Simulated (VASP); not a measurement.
Sn:

```
CELL_PARAMETERS angstrom
0.00000 3.23334 3.23334
3.23334 0.00000 3.23334
3.23334 3.23334 0.00000
ATOMIC_POSITIONS crystal
Sn 0.00000 0.00000 0.00000
Sn 0.25000 0.25000 0.25000
```

Base run:

| Property | Result |
| --- | --- |
| Program | VASP 6.6.1 |
| Functional | PBE |
| Potentials or basis | VASP PAW PBE potentials, release 64 (Sn_d) |
| Cutoff | 520 eV |
| k mesh | 9 × 9 × 9 |
| Occupations | fermi-dirac, width 0.1 eV |
| Spin | no spin polarisation |

Its results: band gap on the k mesh zero (band 14 reaches 5.84 eV, above the bottom of band 15 at 5.79 eV); pressure 3.8 GPa.

Problem. The run is repeated on the same cell with these changes: occupations from fermi-dirac, width 0.1 eV to fermi-dirac, width 0.5 eV. What comes out?

Solution. Band gap on the k mesh zero (band 14 reaches 5.81 eV, above the bottom of band 15 at 5.76 eV); pressure 4.7 GPa.

Caveats: spin-orbit coupling is left out, which moves the levels of the heavy elements.
